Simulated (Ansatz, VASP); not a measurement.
One calculation of PtSe2, two programs

The input INCAR:

```
SYSTEM = PtSe2
PREC     = Accurate       ! precision mode
ENCUT    = 520            ! plane-wave cutoff, eV
EDIFF    = 1E-6           ! SCF threshold, eV
ISMEAR   = 0              ! smearing method
SIGMA    = 0.15           ! smearing width, eV
LREAL    = .FALSE.        ! projectors in reciprocal space
LASPH    = .TRUE.         ! aspherical terms in the spheres
NELM     = 80             ! most SCF steps
ALGO     = Normal         ! electronic algorithm
ISIF     = 2              ! what is computed and relaxed
LWAVE    = .FALSE.        ! write WAVECAR
LCHARG   = .TRUE.         ! write CHGCAR
GGA      = PS             ! functional
IVDW     = 12             ! dispersion correction
LELF     = .TRUE.         ! ELF
LVHAR    = .TRUE.       
NBANDS   = 18             ! bands
```

File KPOINTS:

```
regular mesh
0
G
  12 12 8
  0 0 0
```

File POSCAR:

```
PtSe2
1.0
    3.1780349139      0.0000000000      0.0000000000
   -1.5890174570      2.9951053492      0.0000000000
    0.0000000000      0.0000000000      4.6296715343
Pt Se
1 2
Direct
    0.0000000000      0.0000000000      0.0000000000
    0.3333333333      0.6666666667      0.2721511594
    0.6666666667      0.3333333333      0.7278488406
```

Input for Ansatz:

```yaml
crystal:
  lattice:
    - [3.1780349139, 0.0, 0.0]
    - [-1.589017457, 2.9951053492, 0.0]
    - [0.0, 0.0, 4.6296715343]
  atoms:
    - { symbol: Pt, position: [0.0, 0.0, 0.0] }
    - { symbol: Se, position: [0.3333333333, 0.6666666667, 0.2721511594] }
    - { symbol: Se, position: [0.6666666667, 0.3333333333, 0.7278488406] }
basis:
  ecutwfc: 420
kpoints:
  mp_grid: { grid: [12, 12, 8] }
hamiltonian:
  xc: pbesol
  pseudopotentials: { kind: paw, azcp: { folder: soft_1 } }
  dispersion: d3bj
scf:
  occupations: { method: gaussian, width: 0.15 }
output:
  forces: true
  stress: true
  eigenvalues: true
```

Change from the starting cell: normal strain along x -0.1500, normal strain along y -0.0750.

Alike in both runs: task single point; functional PBEsol; dispersion D3(BJ); k mesh 12 × 12 × 8; occupations gaussian, width 0.15 eV; no spin polarisation.

```csv
,VASP,Ansatz
version,VASP 6.6.1,Ansatz 0.2.0
potentials or method,"VASP PAW PBE potentials, release 64 (Pt, Se), cutoff 520 eV","scalar-relativistic, plane waves, PAW"
valence electrons in the cell,22,50
```

```tsv
	VASP	Ansatz	Ansatz less VASP
gap on the k mesh at the Fermi level (eV)	none	none	-
pressure (GPa)	73.3	72.1	-1.14
traceless stress, the component that is largest in VASP (GPa)	21.67	21.48	-0.187
rms of the force components (eV/Å)	2.250	2.208	-0.0418
```

VASP's potentials were made for PBE, not for PBEsol, and Ansatz warns of the same on its side. Atom by atom the forces differ by 0.042 eV/Å (rms over components). A gap of «none» marks a metal or a gap that the smearing closes. Both programs put the cell under a high pressure, so it lies far from rest at this level. VASP's potentials hold 22 valence electrons a cell and Ansatz's 50, so a difference there can come from the potentials and not from the codes.

Spin-orbit coupling is off throughout. Noted on VASP's run: the cell as given lies far from equilibrium.
